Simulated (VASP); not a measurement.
# Ti (P6_3/mmc) in VASP: notebook, part 2 of 2

VASP 6.6.1. Earlier steps stand in the parts before.

## (3) Single point, PBE (z stretched by +1 %, then relaxed in part)

Contents of INCAR:

```
PREC     = Accurate       # precision mode
ENCUT    = 500            # plane-wave cutoff, eV
EDIFF    = 1E-6           # SCF threshold, eV
ISMEAR   = -1             # smearing method
SIGMA    = 0.05           # smearing width, eV
LREAL    = F              # projectors in reciprocal space
LASPH    = T              # aspherical terms in the spheres
NELM     = 120            # most SCF steps
ALGO     = Normal         # electronic algorithm
ISIF     = 2              # what is computed and relaxed
LWAVE    = F              # write WAVECAR
LCHARG   = F              # write CHGCAR
GGA      = PE             # functional
NBANDS   = 19             # bands
GGA_COMPAT= F
```

Contents of KPOINTS:

```
Automatic mesh
0
Gamma
  18 18 10
```

Contents of POSCAR:

```
Ti
1.0
    2.9499978604      0.0000000000      0.0000000000
   -1.4749989302      2.5547730882      0.0000000000
    0.0000000000      0.0000000000      4.7328600000
Ti
2
Direct
    0.3333333333      0.6666666667      0.2500000000
    0.6666666667      0.3333333333      0.7500000000
```

Potentials or basis: VASP PAW PBE potentials, release 64 (Ti_sv).

Run with:

```sh
cat potpaw_PBE.64/Ti_sv/POTCAR > POTCAR
mpirun -np 1 vasp_std > vasp.out
```

OUTCAR:

```text
PREC = Accurate
   ENCUT = 500
   EDIFF = 1E-6
   ISMEAR = -1
   LREAL = F
   LASPH = T
   NELM = 120
   ISIF = 2
   GGA = PE

 ion  position               nearest neighbor table
   1  0.333  0.667  0.250-   2 2.92   2 2.92   2 2.92   2 2.92   2 2.92   2 2.92
   2  0.667  0.333  0.750-   1 2.92   1 2.92   1 2.92   1 2.92   1 2.92   1 2.92

  LATTYP: Found a hexagonal cell.
 ALAT       =     2.9499978604
 C/A-ratio  =     1.6043604857

  Lattice vectors:

 A1 = (   2.9499978604,   0.0000000000,   0.0000000000)
 A2 = (  -1.4749989302,   2.5547730882,   0.0000000000)
 A3 = (   0.0000000000,   0.0000000000,   4.7328600000)

Analysis of symmetry for initial positions (statically):
=====================================================================
 Subroutine PRICEL returns:
 Original cell was already a primitive cell.

 Routine SETGRP: Setting up the symmetry group for a
 hexagonal supercell.

 Subroutine GETGRP returns: Found 24 space group operations
 (whereof 12 operations were pure point group operations)
 out of a pool of 24 trial point group operations.

The static configuration has the point symmetry D_3d.
 The point group associated with its full space group is D_6h.

Analysis of symmetry for dynamics (positions and initial velocities):
=====================================================================
 Subroutine PRICEL returns:
 Original cell was already a primitive cell.

 Routine SETGRP: Setting up the symmetry group for a
 hexagonal supercell.

 Subroutine GETGRP returns: Found 24 space group operations
 (whereof 12 operations were pure point group operations)
 out of a pool of 24 trial point group operations.

The dynamic configuration has the point symmetry D_3d.
 The point group associated with its full space group is D_6h.

[... 105 lines left out ...]
   ISYM   =      2    0-nonsym 1-usesym 2-fastsym
   POTIM  = 0.5000    time-step for ionic-motion
   TEBEG  =    0.0;   TEEND  =   0.0 temperature during run
   PSTRESS=    0.0 pullay stress
   NELECT =      24.0000    total number of electrons
   NUPDOWN=      -1.0000    fix difference up-down
   EMIN   =  10.00;   EMAX   =-10.00  energy-range for DOS
   EFERMI =   0.00;   METHOD = LEGACY
   ISMEAR =    -1;   SIGMA  =   0.05  broadening in eV -4-tet -1-fermi 0-gaus
   EFERMI_NEDOS =   21; number of points for ismear=-14 and -15
   IALGO  =     38    algorithm
   IMIX   =      4    mixing-type and parameters
     AMIX     =   0.40;   BMIX     =  1.00
     AMIX_MAG =   1.60;   BMIX_MAG =  1.00
  volume/ion in A,a.u.               =      17.83       120.36
  Fermi-wavevector in a.u.,A,eV,Ry     =   1.434540  2.710888 27.999500  2.057905
  Thomas-Fermi vector in A             =   2.553937
   LORBIT       =      0    0 simple, 1 ext, 2 COOP (PROOUT), +10 PAW based schemes
   GGA     = PE    functional components
   LHFCALC =     F    Hartree Fock is set to
   AEXX    =    0.0000 exact exchange contribution
   IVDW    =     0    specifies the selected vdW correction
   LEPSILON=     F    determine dielectric tensor
   LRPA    =     F    only Hartree local field effects (RPA)
 non-spin polarized calculation
  energy-cutoff  :      500.00
  volume of cell :       35.67
 maximum number of plane-waves:       941
 NGX is ok and might be reduce to    24
   NGX = 11   NGY = 11   NGZ = 17

 number of electron      23.9999997 magnetization

 Free energy of the ion-electron system (eV)
  ---------------------------------------------------
  ext. energy  EPLUGINS =         0.00000000
  ---------------------------------------------------
  free energy    TOTEN  =       -15.67005726 eV

  energy without entropy =      -15.65238952  energy(sigma->0) =      -15.66122339

 E-fermi :   8.0591     XC(G=0): -11.3732

 val. band max:        8.0564838421   @ k =   0.1667  -0.0000   0.4000
 cond. band min:       8.0675963649   @ k =   0.1667  -0.0000   0.0000
 fundamental gap:      0.0111125228
 Fermi energy:         8.0590926518

 k-point     1 :       0.0000    0.0000    0.0000
  band No.  band energies     occupation
      1     -48.8427      2.00000
      2     -48.7259      2.00000
      3     -25.3925      2.00000
      4     -24.8001      2.00000
      5     -24.8001      2.00000
      6     -24.7602      2.00000
[... 505 lines left out ...]
      6     -24.9559      2.00000
[... 11 lines left out ...]
     18      11.3895      0.00000
     19      12.1632      0.00000

 [... further k-points ...]
[... 5 lines left out ...]
  --------------------------------------------------------------------------------------
  -------------------------------------------------------------------------------------
  Total       -0.5416237     -0.5416237     -0.8883577      0.0000000      0.0000000      0.0000000
  in kB      -24.3282306    -24.3282306    -39.9025624      0.0000000      0.0000000      0.0000000
  external PRESSURE =     -29.5196746 kB  Pullay stress =       0.0000000 kB

 VOLUME and BASIS-vectors are now :
 -----------------------------------------------------------------------------
  energy-cutoff  :      500.00
  volume of cell :       35.67
      direct lattice vectors                 reciprocal lattice vectors
     2.949997860  0.000000000  0.000000000     0.338983297  0.195712098  0.000000000
    -1.474998930  2.554773088  0.000000000     0.000000000  0.391424195  0.000000000
     0.000000000  0.000000000  4.732860000     0.000000000  0.000000000  0.211288735

 POSITION                                       TOTAL-FORCE (eV/Angst)
 -----------------------------------------------------------------------------------
     -0.00000      1.70318      1.18321         0.000000     -0.000000      0.000000
      1.47500      0.85159      3.54964        -0.000000      0.000000      0.000000
 -----------------------------------------------------------------------------------
    total drift:                               -0.000000      0.000000     -0.000000

  FREE ENERGIE OF THE ION-ELECTRON SYSTEM (eV)
  ---------------------------------------------------
  free  energy   TOTEN  =       -15.6700572648 eV

  energy  without entropy=      -15.6523895187  energy(sigma->0) =      -15.66122339
```

OSZICAR:

```text
N       E                     dE             d eps       ncg     rms          rms(c)
DAV:   1     0.262194186918E+03    0.26219E+03   -0.12798E+04  8436   0.153E+03
DAV:   2     0.122129805930E+02   -0.24998E+03   -0.24600E+03  8681   0.436E+02
DAV:   3    -0.164996929448E+02   -0.28713E+02   -0.28391E+02 15620   0.122E+02
DAV:   4    -0.177710476844E+02   -0.12714E+01   -0.12688E+01  9804   0.263E+01
DAV:   5    -0.178324845079E+02   -0.61437E-01   -0.61432E-01 12525   0.414E+00    0.116E+01
DAV:   6    -0.156699970248E+02    0.21625E+01   -0.79908E+00  9756   0.280E+01    0.283E+00
DAV:   7    -0.156537233117E+02    0.16274E-01   -0.70240E-01 12716   0.599E+00    0.205E+00
DAV:   8    -0.156773495110E+02   -0.23626E-01   -0.19175E-01  9344   0.505E+00    0.662E-01
DAV:   9    -0.156696782495E+02    0.76713E-02   -0.44831E-02  9672   0.208E+00    0.671E-02
DAV:  10    -0.156700146935E+02   -0.33644E-03   -0.28709E-03 12365   0.314E-01    0.789E-02
DAV:  11    -0.156700679110E+02   -0.53218E-04   -0.12381E-04  9715   0.747E-02    0.358E-02
DAV:  12    -0.156700564362E+02    0.11475E-04   -0.34208E-05  9378   0.474E-02    0.548E-03
DAV:  13    -0.156700572648E+02   -0.82862E-06   -0.13627E-06  6921   0.101E-02
   1 F= -.15670057E+02 E0= -.15661223E+02  d E =-.176677E-01
```

stdout:

```text
POSCAR found type information on POSCAR Ti
 POSCAR found :  1 types and       2 ions
 scaLAPACK will be used
 LDA part: xc-table for (Slater+PW92), standard interpolation
 POSCAR, INCAR and KPOINTS ok, starting setup
 FFT: planning ... GRIDC
 FFT: planning ... GRID_SOFT
 FFT: planning ... GRID
 WAVECAR not read
 entering main loop
```

It took 45 s on 1 thread of Intel Xeon 6975P-C (Granite Rapids), shared host; peak memory 0.24 GiB.

What came out:

```yaml
Free_energy: -15.6701 eV
Pressure: -3.0 GPa
Band_gap_on_the_k_mesh: zero (band 12 reaches 8.83 eV, above the bottom of band 13 at 7.73 eV)
```

Stress tensor (GPa, compression positive):
```
-2.43  0.00  0.00
 0.00 -2.43  0.00
 0.00  0.00 -3.99
```

Caveat: the cell differs from its parent crystal (z stretched by +1 %, then relaxed in part).
